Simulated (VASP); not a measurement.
Input of a VASP 6.6.1 run:

File INCAR:

```
SYSTEM = Ta
PREC = Accurate ; ENCUT = 520
EDIFF = 1E-7 ; ISMEAR = 0
SIGMA = 0.1 ; LREAL = .FALSE.
LASPH = .TRUE. ; NELM = 60
ALGO = Normal ; ISIF = 2
LWAVE = .FALSE. ; LCHARG = .FALSE.
GGA = PE ; NBANDS = 12
```

Contents of KPOINTS:

```
regular mesh
0
G
  8 8 8
  0 0 0
```

File POSCAR:

```
Ta
1.0
   -1.5615131466      1.5615131466      1.5615131466
    1.5615131466     -1.5615131466      1.5615131466
    1.5615131466      1.5615131466     -1.5615131466
Ta
1
Direct
    0.0000000000      0.0000000000      0.0000000000
```

Potentials or basis: VASP PAW PBE potentials, release 64 (Ta_pv).

Run with:

```sh
$ cat potpaw_PBE.64/Ta_pv/POTCAR > POTCAR
$ mpirun -np 1 vasp_std > vasp.out
```

Task: Estimate the pressure.

Result: 50.7 GPa.
